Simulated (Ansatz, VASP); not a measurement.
# One calculation of ZnS3, two programs

```
CELL_PARAMETERS angstrom
-2.55785 2.55785 2.55785
2.55785 -2.55785 2.55785
2.55785 2.55785 -2.55785
ATOMIC_POSITIONS crystal
Zn 0.00000 0.00000 0.00000
S 0.00000 0.50000 0.50000
S 0.50000 0.00000 0.50000
S 0.50000 0.50000 0.00000
```

Alike in both runs: functional PBE; k mesh 4 × 4 × 4; occupations gaussian, width 0.1 eV; no spin polarisation.

Ansatz relaxed the structure, and its values are those at the end. VASP's run is a single point on that final structure, the one shown.

|  | VASP | Ansatz |
| --- | --- | --- |
| version | VASP 6.6.1 | Ansatz 0.2.0 |
| potentials or method | VASP PAW PBE potentials, release 64 (Zn, S), cutoff 520 eV | scalar-relativistic, plane waves, PAW |
| valence electrons in the cell | 30 | 30 |

|  | VASP | Ansatz | Ansatz less VASP |
| --- | --- | --- | --- |
| gap on the k mesh at the Fermi level (eV) | none | none | - |
| pressure (GPa) | -0.3 | -0.3 | +0.02 |

A gap of «none» marks a metal or a gap that the smearing closes.

The k mesh is coarse, so the values compare programs but aren't converged.
